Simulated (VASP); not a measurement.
Input of a VASP 6.6.1 run:

File INCAR:

```
PREC     = Accurate       # precision mode
ENCUT    = 520            # plane-wave cutoff, eV
EDIFF    = 1E-6           # SCF threshold, eV
ISMEAR   = -1             # smearing method
SIGMA    = 0.2482         # smearing width, eV
LREAL    = Auto         
LASPH    = True           # aspherical terms in the spheres
NELM     = 100            # most SCF steps
ALGO     = Normal         # electronic algorithm
ISIF     = 2              # what is computed and relaxed
LWAVE    = False          # write WAVECAR
LCHARG   = False          # write CHGCAR
GGA      = PE             # functional
NBANDS   = 43             # bands
ISYM     = 0
```

KPOINTS

```
Automatic mesh
0
Gamma
  1 1 1
  0.25 0.25 0.25
```

File POSCAR:

```
Si4C11
1.0
    5.5684850000      0.1677970000      0.0711490000
    0.1677970000      5.4749150000     -0.0943290000
    0.0711490000     -0.0943290000      5.5837510000
C Si
11 4
Direct
   -0.0745824398      0.8008939578      0.8461621931
    0.2600041188      0.3594010145      0.5503176817
    0.5651744165      0.9513659631      0.3520693894
    0.6330783621      0.5311016706      0.0267378322
    0.8322140967      0.5268599927      0.8333885188
    0.3110183822      0.9888744567      0.2771316077
   -0.0462410467      1.0110094551      0.7238783597
    0.7339901906      0.4541610316      0.5686204288
    0.4039345953      0.4791793971     -0.0688920457
    0.4677573897      0.4350909278      0.6536710218
    0.1388124131      0.2165615854      0.3221658117
    0.1237184717      0.3095236463      0.8321326668
    0.1474984182      0.7825179595      0.0926661614
    0.7814464678      0.7013642274      0.2376035127
   -0.1869500015      0.1332046710      0.4611159002
```

Potentials or basis: VASP PAW PBE potentials, release 64 (C, Si).

The run is started by

```console
$ cat potpaw_PBE.64/C/POTCAR potpaw_PBE.64/Si/POTCAR > POTCAR
$ mpirun -np 1 vasp_std > vasp.out
```

Predict the pressure.

-4.1 GPa.

What does it give for the largest force?

5.462 eV/Å.

What does it give for the band gap on the k mesh?

0.79 eV.

Forces on the atoms (eV/Å):
```
C    1.712 -0.539 -0.177
C   -1.277 -0.534 -2.687
C   -1.072  0.602 -1.037
C   -1.039 -1.732 -2.782
C    0.134  1.871 -2.441
C    1.663  2.590 -0.058
C   -0.281 -1.100  1.627
C   -3.137  1.023  2.675
C    1.957  1.322 -0.313
C    0.578  0.455 -1.798
C    3.660 -1.725  1.955
Si  -1.945 -0.566  1.068
Si   1.255 -2.232 -0.547
Si  -2.038 -1.054  4.957
Si  -0.170  1.620 -0.440
```

Caveat: the k points lie up to 1.15 Å⁻¹ apart.
